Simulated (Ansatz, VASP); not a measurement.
# MnH4 in VASP and in Ansatz

```
Mn H
1.0
     2.42234    0.00000    0.00000
    -1.21117    2.09781    0.00000
     0.00000    0.00000    8.15086
Mn H
1 4
Direct
  0.00000 0.00000 0.00000
  0.33333 0.66667 0.87253
  0.33333 0.66667 0.50001
  0.66667 0.33333 0.12747
  0.66667 0.33333 0.49999
```

Change from the starting cell: species swapped into the Co4H type (P-3m1, No. 164).

Alike in both runs: functional PBE; k mesh 12 × 12 × 2; occupations gaussian, width 0.1 eV; collinear spin.

Ansatz relaxed the structure, and its values are those at the end. VASP's run is a single point on that final structure, the one shown.

|  | VASP | Ansatz |
| --- | --- | --- |
| version | VASP 6.6.1 | Ansatz 0.2.0 |
| potentials or method | VASP PAW PBE potentials, release 64 (Mn_pv, H), cutoff 520 eV | scalar-relativistic, plane waves, PAW |
| valence electrons in the cell | 17 | 19 |

|  | VASP | Ansatz | Ansatz less VASP |
| --- | --- | --- | --- |
| gap on the k mesh at the Fermi level (eV) | none | none | - |
| pressure (GPa) | 0.1 | 0.1 | +0.03 |
| net moment per atom (μB) | 0.33 | 0.33 | -0.003 |
| size of the moment on the site where the two differ most (μB) | 1.68 | 1.36 | -0.324 |

Site moments also hang on the region over which each program counts them. A gap of «none» marks a metal or a gap that the smearing closes. The functional is the same, so the differences come from potentials, cutoffs and numerics. VASP's potentials hold 17 valence electrons a cell and Ansatz's 19, so a difference there can come from the potentials and not from the codes.

The k mesh is coarse, so the values compare programs but aren't converged.
